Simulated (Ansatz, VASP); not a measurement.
# Zr2CdF6 in VASP and in Ansatz

```xyz
9
Lattice="0.0000 3.9470 3.9470 3.9470 0.0000 3.9470 3.9470 3.9470 0.0000" Properties=species:S:1:pos:R:3 pbc="T T T"
Zr    1.9735    1.9735    1.9735
Zr    5.9204    5.9204    5.9204
Cd    0.0000    0.0000    0.0000
F     2.1299    3.9470    3.9470
F     5.7641    3.9470    3.9470
F     3.9470    2.1299    3.9470
F     3.9470    5.7641    3.9470
F     3.9470    3.9470    2.1299
F     3.9470    3.9470    5.7641
```

Change from the starting cell: ordered vacancies on the cation sites of perovskite (Fm-3m, No. 225).

Alike in both runs: functional PBE; k mesh 4 × 4 × 4; occupations gaussian, width 0.1 eV; no spin polarisation.

Ansatz relaxed the structure, and its values are those at the end. VASP's run is a single point on that final structure, the one shown.

|  | VASP | Ansatz |
| --- | --- | --- |
| version | VASP 6.6.1 | Ansatz 0.2.0 |
| potentials or method | VASP PAW PBE potentials, release 64 (Zr_sv, Cd_sv_GW, F), cutoff 600 eV | scalar-relativistic, plane waves, PAW |
| valence electrons in the cell | 86 | 86 |

|  | VASP | Ansatz | Ansatz less VASP |
| --- | --- | --- | --- |
| gap on the k mesh at the Fermi level (eV) | none | none | - |
| rms of the force components (eV/Å) | 0.019 | 0.010 | -0.0089 |

A gap of «none» marks a metal or a gap that the smearing closes. The functional is the same, so the differences come from potentials, cutoffs and numerics.
